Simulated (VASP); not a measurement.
# Ta3W2 (Fmmm) in VASP: single point with PBE

Aim: the single point of Ta3W2 with PBE.

Program: VASP 6.6.1. These are calculated values, not measurements. Logs are shortened: lines on timing, memory, paths and dates and some standing lists are left out, and cuts for length are marked.

## (1) The cell of the first run

Symmetry: Fmmm, No. 69, orthorhombic system. The conventional cell has a = 3.119 Å, b = 4.440 Å, c = 21.951 Å, α = 90.00°, β = 90.00°, γ = 90.00°. Ta (site symmetry mmm) has 8 W at 2.68 to 3.11 Å and 6 Ta at 2.71 to 3.12 Å within 3.5 Å. Within 3.5 Å of Ta (site symmetry mm2) lie 4 W at 2.68 to 3.11 Å and 10 Ta at 2.71 to 3.17 Å. Within 3.5 Å of W (site symmetry mm2) lie 8 Ta at 2.68 to 3.11 Å and 6 W at 2.71 to 3.12 Å.

## (2) Single point, PBE (15.20 Å³/atom)

Input file INCAR:

```
ALGO = Fast
EDIFF = 1E-6
ENCUT = 520
GGA = PE
ISIF = 2
ISMEAR = 0
LASPH = T
LCHARG = F
LREAL = F
LWAVE = F
NBANDS = 38
NELM = 100
PREC = Accurate
SIGMA = 0.1
```

Input file KPOINTS:

```
k-points
0
Gamma
  14 14 14
```

Input file POSCAR:

```
Ta3W2
1.0
    0.0000000000      2.2197724762     10.9755870263
    1.5595085911      0.0000000000     10.9755870263
    1.5595085911      2.2197724762      0.0000000000
Ta W
3 2
Direct
    0.0000000000      0.0000000000      0.0000000000
    0.1984904963      0.1984904963      0.8015095037
    0.8015095037      0.8015095037      0.1984904963
    0.5993620859      0.5993620859      0.4006379141
    0.4006379141      0.4006379141      0.5993620859
```

Potentials or basis: VASP PAW PBE potentials, release 64 (Ta_pv, W_sv).

Command:

```
$ cat potpaw_PBE.64/Ta_pv/POTCAR potpaw_PBE.64/W_sv/POTCAR > POTCAR
$ mpirun -np 1 vasp_std > vasp.out
```

OUTCAR:

```text
EDIFF = 1E-6
   ENCUT = 520
   GGA = PE
   ISIF = 2
   ISMEAR = 0
   LASPH = T
   LREAL = F
   NELM = 100
   PREC = Accurate

 ion  position               nearest neighbor table
   1  0.000  0.000  0.000-   4 2.68   4 2.68   5 2.68   5 2.68   5 3.11   4 3.11   4 3.11   5 3.11

   2  0.198  0.198  0.802-   4 2.68   4 2.68   3 2.75   3 2.75   4 3.11   4 3.11   3 3.17   3 3.17

   3  0.802  0.802  0.198-   5 2.68   5 2.68   2 2.75   2 2.75   5 3.11   5 3.11   2 3.17   2 3.17

   4  0.599  0.599  0.401-   2 2.68   2 2.68   1 2.68   1 2.68   2 3.11   2 3.11   1 3.11   1 3.11

   5  0.401  0.401  0.599-   3 2.68   3 2.68   1 2.68   1 2.68   3 3.11   3 3.11   1 3.11   1 3.11

  LATTYP: Found a face centered orthorhombic cell.
 ALAT       =     3.1190171822
 B/A-ratio  =     1.4233794471
 C/A-ratio  =     7.0378496720

  Lattice vectors:

 A1 = (   0.0000000000,   2.2197724762,  10.9755870263)
 A2 = (   1.5595085911,   0.0000000000,  10.9755870263)
 A3 = (   1.5595085911,   2.2197724762,   0.0000000000)

Analysis of symmetry for initial positions (statically):
=====================================================================
 Subroutine PRICEL returns:
 Original cell was already a primitive cell.

 Routine SETGRP: Setting up the symmetry group for a
 face centered orthorhombic supercell.

 Subroutine GETGRP returns: Found  8 space group operations
 (whereof  8 operations were pure point group operations)
 out of a pool of  8 trial point group operations.

The static configuration has the point symmetry D_2h.

Analysis of symmetry for dynamics (positions and initial velocities):
=====================================================================
 Subroutine PRICEL returns:
 Original cell was already a primitive cell.

 Routine SETGRP: Setting up the symmetry group for a
 face centered orthorhombic supercell.

 Subroutine GETGRP returns: Found  8 space group operations
 (whereof  8 operations were pure point group operations)
 out of a pool of  8 trial point group operations.

The dynamic configuration has the point symmetry D_2h.

 Subroutine INISYM returns: Found  8 space group operations
 (whereof  8 operations are pure point group operations),
 and found     1 'primitive' translations

----------------------------------------------------------------------------------------

                                     Primitive cell

  volume of cell :      75.9896

  direct lattice vectors                    reciprocal lattice vectors
     0.000000000  2.219772476 10.975587026    -0.320613816  0.225248311  0.045555650
     1.559508591  0.000000000 10.975587026     0.320613816 -0.225248311  0.045555650
     1.559508591  2.219772476  0.000000000     0.320613816  0.225248311 -0.045555650

  length of vectors
    11.197807840 11.085827782  2.712831895     0.394468424  0.394468424  0.394468424

  position of ions in fractional coordinates (direct lattice)
     0.000000000  0.000000000  0.000000000
     0.198490496  0.198490496  0.801509504
     0.801509504  0.801509504  0.198490496
     0.599362086  0.599362086  0.400637914
     0.400637914  0.400637914  0.599362086

  ion indices of the primitive-cell ions
   primitive index   ion index
                 1           1
                 2           2
                 3           3
                 4           4
                 5           5

----------------------------------------------------------------------------------------

 KPOINTS: k-points

Automatic generation of k-mesh.
 Grid dimensions read from file:
 generate k-points for:   14   14   14

 Generating k-lattice:

  Cartesian coordinates                     Fractional coordinates (reciprocal lattice)
    -0.022900987  0.016089165  0.003253975     0.071428571  0.000000000  0.000000000
     0.022900987 -0.016089165  0.003253975     0.000000000  0.071428571  0.000000000
     0.022900987  0.016089165 -0.003253975     0.000000000  0.000000000  0.071428571

  Length of vectors
     0.028176316  0.028176316  0.028176316

  Shift w.r.t. Gamma in fractional coordinates (k-lattice)
     0.000000000  0.000000000  0.000000000

 Subroutine IBZKPT returns following result:
 ===========================================

 Found    428 irreducible k-points:

 Following reciprocal coordinates:
            Coordinates               Weight
  0.000000  0.000000  0.000000      1.000000
  0.071429  0.000000  0.000000      8.000000
  0.142857  0.000000  0.000000      8.000000
  0.214286 -0.000000  0.000000      8.000000
  0.285714 -0.000000  0.000000      8.000000
  0.357143  0.000000  0.000000      8.000000
[... 16 lines left out ...]
  0.214286  0.142857 -0.000000      8.000000
  0.285714  0.142857  0.000000      8.000000
 [... further k-points ...]
   k-points           NKPTS =    428   k-points in BZ     NKDIM =    428   number of bands    NBANDS=     38
   number of dos      NEDOS =    301   number of ions     NIONS =      5
   total plane-waves  NPLWV = 141120
   dimension x,y,z NGX =    84 NGY =   84 NGZ =   20
   dimension x,y,z NGXF=   168 NGYF=  168 NGZF=   40
   ions per type =               3   2
   NGX,Y,Z   is equivalent  to a cutoff of  12.47, 12.60, 12.26 a.u.
   NGXF,Y,Z  is equivalent  to a cutoff of  24.94, 25.19, 24.51 a.u.
 SYSTEM =  unknown system
   PREC   = accura    normal or accurate (medium, high low for compatibility)
   ISTART =      0    job   : 0-new  1-cont  2-samecut
   ICHARG =      2    charge: 1-file 2-atom 10-const
   ISPIN  =      1    spin polarized calculation?
   LNONCOLLINEAR =      F non collinear calculations
   LSORBIT =      F    spin-orbit coupling
   LASPH  =      T    aspherical Exc in radial PAW
   ENCUT  =  520.0 eV  38.22 Ry    6.18 a.u.  20.82 20.61  5.04*2*pi/ulx,y,z
   NELM   =    100;   NELMIN=  2; NELMDL= -5     # of ELM steps
   EDIFF  = 0.1E-05   stopping-criterion for ELM
   LREAL  =      F    real-space projection
[... 7 lines left out ...]
   TEBEG  =    0.0;   TEEND  =   0.0 temperature during run
   PSTRESS=    0.0 pullay stress
   NELECT =      61.0000    total number of electrons
   NUPDOWN=      -1.0000    fix difference up-down
   EMIN   =  10.00;   EMAX   =-10.00  energy-range for DOS
   EFERMI =   0.00;   METHOD = LEGACY
   ISMEAR =     0;   SIGMA  =   0.10  broadening in eV -4-tet -1-fermi 0-gaus
   EFERMI_NEDOS =   21; number of points for ismear=-14 and -15
   IALGO  =     68    algorithm
   IMIX   =      4    mixing-type and parameters
     AMIX     =   0.40;   BMIX     =  1.00
     AMIX_MAG =   1.60;   BMIX_MAG =  1.00
  volume/ion in A,a.u.               =      15.20       102.56
  Fermi-wavevector in a.u.,A,eV,Ry     =   1.521482  2.875184 31.496223  2.314907
  Thomas-Fermi vector in A             =   2.630191
   LORBIT       =      0    0 simple, 1 ext, 2 COOP (PROOUT), +10 PAW based schemes
   GGA     = PE    functional components
   LHFCALC =     F    Hartree Fock is set to
   AEXX    =    0.0000 exact exchange contribution
   IVDW    =     0    specifies the selected vdW correction
   LEPSILON=     F    determine dielectric tensor
   LRPA    =     F    only Hartree local field effects (RPA)
 non-spin polarized calculation
 RMM-DIIS sequential band-by-band and
 Gauss-broadening in eV      SIGMA  =   0.10
  energy-cutoff  :      520.00
  volume of cell :       75.99
 maximum number of plane-waves:      2086
   NGX = 41   NGY = 41   NGZ = 11

 number of electron      60.9999996 magnetization

 Free energy of the ion-electron system (eV)
  ---------------------------------------------------
  ext. energy  EPLUGINS =         0.00000000
  ---------------------------------------------------
  free energy    TOTEN  =       -60.43720793 eV

  energy without entropy =      -60.41906655  energy(sigma->0) =      -60.42813724

 E-fermi :   8.7393     XC(G=0): -13.6554

 val. band max:        8.7392028932   @ k =   0.2857  -0.0000   0.2143
 cond. band min:       8.7446149716   @ k =   0.4286   0.2857   0.1429
 fundamental gap:      0.0054120785
 Fermi energy:         8.7392558264

 k-point     1 :       0.0000    0.0000    0.0000
  band No.  band energies     occupation
      1     -64.4797      2.00000
      2     -64.4794      2.00000
      3     -28.9610      2.00000
      4     -28.8923      2.00000
      5     -28.3675      2.00000
      6     -28.3604      2.00000
[... 30 lines left out ...]
     37      11.8866      0.00000
     38      11.9669      0.00000

 k-point     2 :       0.0714    0.0000    0.0000
  band No.  band energies     occupation
      1     -64.4758      2.00000
      2     -64.4755      2.00000
      3     -28.9503      2.00000
      4     -28.8860      2.00000
      5     -28.3983      2.00000
      6     -28.3939      2.00000
[... 30 lines left out ...]
     37      11.7266      0.00000
     38      12.0129      0.00000

 k-point     3 :       0.1429    0.0000    0.0000
  band No.  band energies     occupation
      1     -64.4649      2.00000
      2     -64.4646      2.00000
      3     -28.9201      2.00000
      4     -28.8690      2.00000
      5     -28.5140      2.00000
      6     -28.5105      2.00000
[... 30 lines left out ...]
     37      11.6968      0.00000
     38      11.9726      0.00000

 k-point     4 :       0.2143   -0.0000    0.0000
  band No.  band energies     occupation
      1     -64.4490      2.00000
      2     -64.4489      2.00000
      3     -28.8768      2.00000
      4     -28.8467      2.00000
      5     -28.7171      2.00000
      6     -28.7046      2.00000
[... 30 lines left out ...]
     37      11.9359      0.00000
     38      12.6987      0.00000
[... 703 lines left out ...]
      4     -28.8910      2.00000
      5     -28.3676      2.00000
      6     -28.3603      2.00000
[... 30 lines left out ...]
     37      11.8692      0.00000
     38      11.9670      0.00000

 k-point    23 :       0.2143    0.1429   -0.0000
  band No.  band energies     occupation
      1     -64.4758      2.00000
      2     -64.4755      2.00000
      3     -28.9518      2.00000
      4     -28.8844      2.00000
      5     -28.3983      2.00000
      6     -28.3940      2.00000
[... 30 lines left out ...]
     37      11.9541      0.00000
     38      12.0269      0.00000

 k-point    24 :       0.2857    0.1429    0.0000
  band No.  band energies     occupation
      1     -64.4649      2.00000
      2     -64.4647      2.00000
      3     -28.9212      2.00000
      4     -28.8677      2.00000
      5     -28.5145      2.00000
      6     -28.5102      2.00000
[... 30 lines left out ...]
     37      11.6844      0.00000
     38      11.8543      0.00000

 [... further k-points ...]
[... 5 lines left out ...]
  --------------------------------------------------------------------------------------
  -------------------------------------------------------------------------------------
  Total       18.4488379     18.4129427     18.5300410      0.0000000      0.0000000      0.0000000
  in kB      388.9785112    388.2216915    390.6906121      0.0000000      0.0000000      0.0000000
  external PRESSURE =     389.2969383 kB  Pullay stress =       0.0000000 kB

 VOLUME and BASIS-vectors are now :
 -----------------------------------------------------------------------------
  energy-cutoff  :      520.00
  volume of cell :       75.99
      direct lattice vectors                 reciprocal lattice vectors
     0.000000000  2.219772476 10.975587026    -0.320613816  0.225248311  0.045555650
     1.559508591  0.000000000 10.975587026     0.320613816 -0.225248311  0.045555650
     1.559508591  2.219772476  0.000000000     0.320613816  0.225248311 -0.045555650

 POSITION                                       TOTAL-FORCE (eV/Angst)
 -----------------------------------------------------------------------------------
      0.00000      0.00000      0.00000         0.000000      0.000000     -0.000000
      1.55951      2.21977      4.35710         0.000000      0.000000      0.014262
      1.55951      2.21977     17.59407         0.000000      0.000000     -0.014262
      1.55951      2.21977     13.15670         0.000000      0.000000      0.002313
      1.55951      2.21977      8.79447         0.000000      0.000000     -0.002313
 -----------------------------------------------------------------------------------
    total drift:                               -0.000000     -0.000000      0.000000

  FREE ENERGIE OF THE ION-ELECTRON SYSTEM (eV)
  ---------------------------------------------------
  free  energy   TOTEN  =       -60.4372079344 eV

  energy  without entropy=      -60.4190665467  energy(sigma->0) =      -60.42813724
```

Wall time 31 min (1 thread of Intel Xeon 6975P-C (Granite Rapids), shared host); peak memory 1.1 GiB.

Results:

```
Free energy            : -60.4372 eV
Pressure               : 38.9 GPa
Largest force          : 0.014 eV/Å
Band gap on the k mesh : zero (an odd number of electrons rules out a gap without spin polarisation)
```

Forces on the atoms (eV/Å):
```
Ta   0.000  0.000  0.000
Ta   0.000  0.000  0.014
Ta   0.000  0.000 -0.014
W    0.000  0.000  0.002
W    0.000  0.000 -0.002
```

Caveat: the cell stands under pressure; spin-orbit coupling is left out, which moves the levels of the heavy elements.
